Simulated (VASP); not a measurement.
Si (a cell with a defect): relaxation of the atoms with PBE

System: Si (a cell with a defect).

```
Si
1.0
     5.47009    5.47009    5.47009
     5.47009   -5.47009   -5.47009
    -5.47009    5.47009   -5.47009
Si
31
Direct
  0.75000 0.75000 0.25000
  0.00000 0.75000 0.00000
  0.75000 0.50000 0.50000
  0.25000 0.75000 0.75000
  0.00000 0.50000 0.25000
  0.50000 0.75000 0.50000
  0.25000 0.50000 0.00000
  0.75000 0.25000 0.75000
  0.00000 0.25000 0.50000
  0.50000 0.50000 0.75000
  0.75000 0.00000 0.00000
  0.25000 0.25000 0.25000
  0.50000 0.25000 0.00000
  0.00000 0.00000 0.75000
  0.25000 0.00000 0.50000
  0.50000 0.00000 0.25000
  0.75000 0.75000 0.00000
  0.50000 0.50000 0.50000
  0.00000 0.75000 0.75000
  0.75000 0.50000 0.25000
  0.25000 0.75000 0.50000
  0.00000 0.50000 0.00000
  0.50000 0.25000 0.75000
  0.75000 0.25000 0.50000
  0.25000 0.50000 0.75000
  0.50000 0.00000 0.00000
  0.00000 0.25000 0.25000
  0.25000 0.25000 0.00000
  0.75000 0.00000 0.75000
  0.00000 0.00000 0.50000
  0.25000 0.00000 0.25000
```

This cell differs from its parent crystal: atoms taken out.

```json
{
  "Program": "VASP 6.6.1",
  "Task": "relaxation of the atoms",
  "Functional": "PBE",
  "Potentials or basis": "VASP PAW PBE potentials, release 64 (Si)",
  "Cutoff": "450 eV",
  "k mesh": "2 × 2 × 2, shifted",
  "Occupations": "gaussian, width 0.02 eV",
  "Spin": "no spin polarisation",
  "Dipole correction": "no",
  "Charge": "2",
  "Further INCAR settings": "LREAL = Auto; ALGO = Normal; EDIFF = 1e-07; IBRION = 2; EDIFFG = -0.02; NSW = 80; NELECT = 122.0"
}
```

```
Energy gained by relaxing    : 5.0 meV/atom
Ionic steps                  : 11
Largest force after relaxing : 0.015 eV/Å
```

Forces in eV/Å, atoms in the order of the input:
```
Si   0.002  0.002  0.002
Si   0.002  0.008  0.002
Si   0.002 -0.008 -0.002
Si  -0.002  0.008 -0.002
Si   0.008  0.002  0.002
Si  -0.002  0.002 -0.002
Si  -0.002 -0.002  0.002
Si  -0.002 -0.002  0.008
Si  -0.008 -0.002  0.002
Si  -0.002  0.002 -0.008
Si  -0.008  0.002 -0.002
Si   0.008 -0.002 -0.002
Si   0.002 -0.002 -0.008
Si  -0.002 -0.008  0.002
Si   0.002  0.002  0.008
Si   0.002 -0.002 -0.002
Si   0.010  0.007  0.010
Si  -0.010  0.010 -0.007
Si   0.000  0.000  0.000
Si   0.007  0.010  0.010
Si  -0.010  0.007 -0.010
Si  -0.010 -0.010  0.007
Si   0.000  0.000  0.000
Si   0.010 -0.007 -0.010
Si  -0.007 -0.010  0.010
Si   0.010 -0.010 -0.007
Si   0.000  0.000  0.000
Si  -0.010 -0.007  0.010
Si  -0.007  0.010 -0.010
Si   0.010  0.010  0.007
Si   0.007 -0.010 -0.010
```

The path:
| step | energy change (eV) | largest force (eV/Å) | pressure (GPa) |
| --- | --- | --- | --- |
| 1 | 0.0000 | 0.4724 | -5.41 |
| 2 | -0.1002 | 0.2031 | -5.33 |
| 3 | -0.1003 | 0.2019 | -5.33 |
| 4 | -0.1156 | 0.1612 | -5.28 |
| 5 | -0.1382 | 0.0925 | -5.13 |
| 6 | -0.1485 | 0.0554 | -5.09 |
| 7 | -0.1508 | 0.0656 | -5.05 |
| 8 | -0.1509 | 0.0645 | -5.05 |
| 9 | -0.1529 | 0.0488 | -5.01 |
| 10 | -0.1541 | 0.0319 | -4.95 |
| 11 | -0.1556 | 0.0153 | -4.90 |

Final structure:
```cif
data_structure
_symmetry_space_group_name_H-M 'P 1'
_symmetry_Int_Tables_number 1
_cell_length_a 9.4745
_cell_length_b 9.4745
_cell_length_c 9.4745
_cell_angle_alpha 109.471
_cell_angle_beta 109.471
_cell_angle_gamma 109.471
_cell_volume 654.70
loop_
_atom_site_label
_atom_site_type_symbol
_atom_site_fract_x
_atom_site_fract_y
_atom_site_fract_z
_atom_site_occupancy
Si1 Si 0.76119 0.75000 0.25000 1
Si2 Si 0.99876 0.75000 0.99973 1
Si3 Si 0.75027 0.49903 0.50027 1
Si4 Si 0.24973 0.75000 0.74876 1
Si5 Si 0.99876 0.49973 0.25000 1
Si6 Si 0.50000 0.75000 0.51119 1
Si7 Si 0.23881 0.48881 0.98881 1
Si8 Si 0.75097 0.25124 0.75124 1
Si9 Si 0.00124 0.25124 0.50097 1
Si10 Si 0.50000 0.49973 0.74876 1
Si11 Si 0.75027 0.00027 0.99903 1
Si12 Si 0.24973 0.24876 0.25000 1
Si13 Si 0.50000 0.24876 0.99973 1
Si14 Si 0.00124 0.00097 0.75124 1
Si15 Si 0.24903 0.00027 0.50027 1
Si16 Si 0.50000 0.01119 0.25000 1
Si17 Si 0.74578 0.75000 0.99667 1
Si18 Si 0.50000 0.49667 0.49578 1
Si19 Si 0.00000 0.75000 0.75000 1
Si20 Si 0.74578 0.49667 0.25000 1
Si21 Si 0.24667 0.75000 0.49578 1
Si22 Si 0.00089 0.50422 0.00422 1
Si23 Si 0.50000 0.25000 0.75000 1
Si24 Si 0.75333 0.24911 0.50333 1
Si25 Si 0.25422 0.50422 0.75089 1
Si26 Si 0.50000 0.99578 0.99667 1
Si27 Si 0.00000 0.25000 0.25000 1
Si28 Si 0.25422 0.25089 0.00422 1
Si29 Si 0.75333 0.00333 0.74911 1
Si30 Si 0.99911 0.00333 0.50333 1
Si31 Si 0.24667 0.99578 0.25000 1
```

Levels at points of the mesh, in eV from the Fermi level:
```
           k point  band 58  band 59  band 60  band 61  band 62  band 63  band 64  band 65
(0.25, 0.25, 0.25)    -0.17    -0.13    -0.13    -0.13     1.12     1.12     1.12     2.20
```

It took 23 min on 1 thread of AMD EPYC 9755 128-Core Processor, with other jobs on the host, peak memory 0.7 GiB.

Caveat: the cell carries a net charge on a neutralising background, which shifts energy and pressure; the cell differs from its parent crystal (atoms taken out); the cell is charged against a uniform background, so pressure and absolute levels hang on convention.
